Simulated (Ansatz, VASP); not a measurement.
One calculation of WS2, two programs

The input INCAR:

```
ALGO = Normal
EDIFF = 1E-6
ENCUT = 520
GGA = PS
ISIF = 2
ISMEAR = 0
LASPH = T
LCHARG = F
LREAL = F
LWAVE = F
NBANDS = 49
NELM = 100
PREC = Accurate
SIGMA = 0.05
```

File KPOINTS:

```
k-points
0
Gamma
  10 10 2
```

Contents of POSCAR:

```
WS2
1.0
   -1.5790003843     -2.7349088907      0.0000000000
    1.5790003843     -2.7349088907      0.0000000000
   -0.3158000769     -0.5469817781     18.4899900000
W S
3 6
Direct
   -0.1419000000      0.0000000000      0.7095000000
    0.3247666667      0.3333333333      0.0428333333
    0.5914333333      0.6666666667      0.3761666667
    0.9080400000      1.0000000000      0.4598000000
    0.1747066667      0.3333333333      0.7931333333
    0.6413733333      0.6666666667      0.1264666667
    0.9419000000      1.0000000000      0.2905000000
    0.2085666667      0.3333333333      0.6238333333
    0.4752333333      0.6666666667      0.9571666667
```

Input for Ansatz:

```yaml
crystal:
  lattice:
    - [-1.5790003843, -2.7349088907, 0.0]
    - [1.5790003843, -2.7349088907, 0.0]
    - [-0.3158000769, -0.5469817781, 18.48999]
  atoms:
    - { symbol: W, position: [-0.1419, 0.0, 0.7095] }
    - { symbol: W, position: [0.3247666667, 0.3333333333, 0.0428333333] }
    - { symbol: W, position: [0.5914333333, 0.6666666667, 0.3761666667] }
    - { symbol: S, position: [0.90804, 1.0, 0.4598] }
    - { symbol: S, position: [0.1747066667, 0.3333333333, 0.7931333333] }
    - { symbol: S, position: [0.6413733333, 0.6666666667, 0.1264666667] }
    - { symbol: S, position: [0.9419, 1.0, 0.2905] }
    - { symbol: S, position: [0.2085666667, 0.3333333333, 0.6238333333] }
    - { symbol: S, position: [0.4752333333, 0.6666666667, 0.9571666667] }
basis:
  ecutwfc: 420
kpoints:
  mp_grid: { grid: [10, 10, 2] }
hamiltonian:
  xc: pbesol
scf:
  occupations: { method: gaussian, width: 0.05 }
output:
  forces: true
  stress: true
  eigenvalues: true
```

Alike in both runs: task single point; functional PBEsol; k mesh 10 × 10 × 2; occupations gaussian, width 0.05 eV; no spin polarisation.

|  | VASP | Ansatz |
| --- | --- | --- |
| version | VASP 6.6.1 | Ansatz 0.2.0 |
| potentials or method | VASP PAW PBE potentials, release 64 (W_sv, S), cutoff 520 eV | scalar-relativistic, plane waves, PAW |
| valence electrons in the cell | 78 | 78 |

Ansatz gave:

* gap on the k mesh at the Fermi level (eV): 0.18
* least direct gap on the mesh (eV): 0.19
* pressure (GPa): 3.5
* traceless stress, the component that is largest in VASP (GPa): 9.48
* rms of the force components (eV/Å): 1.926

Task: Estimate VASP's values.

Result: gap on the k mesh at the Fermi level (eV): 0.18; least direct gap on the mesh (eV): 0.19; pressure (GPa): 3.6; traceless stress, the component that is largest in VASP (GPa): 9.48; rms of the force components (eV/Å): 1.924.

VASP's potentials were made for PBE, not for PBEsol. Atom by atom the forces differ by 0.011 eV/Å (rms over components).

Neither program's run includes spin-orbit coupling.
